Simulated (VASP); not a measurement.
Na: single point with PBE

The system is Na.

```
Na
1.0
     3.73288    0.00000    0.00000
    -1.24429    3.51939    0.00000
    -1.24429   -1.75970    3.04788
Na
1
Direct
  0.00000 0.00000 0.00000
```

- Program: VASP 6.6.1
- Task: single point
- Functional: PBE
- Potentials or basis: VASP PAW PBE potentials, release 64 (Na_pv)
- Cutoff: 520 eV
- k mesh: 9 × 9 × 9
- Occupations: methfessel-paxton, width 0.1 eV
- Spin: no spin polarisation

| Item | Value |
| --- | --- |
| Pressure | -0.6 GPa |

Levels at points of the mesh, in eV from the Fermi level:
```tsv
k point	band 1	band 2	band 3	band 4	band 5	band 6	band 7	band 8
(0.00, 0.00, 0.00)	-24.92	-24.92	-24.92	-3.07	11.29	11.29	11.29	12.25
```

Run time: 8.9 s on 1 thread of AMD EPYC 7R43 64-Core Processor (Zen 3), with other jobs on the host, peak memory 0.11 GiB.
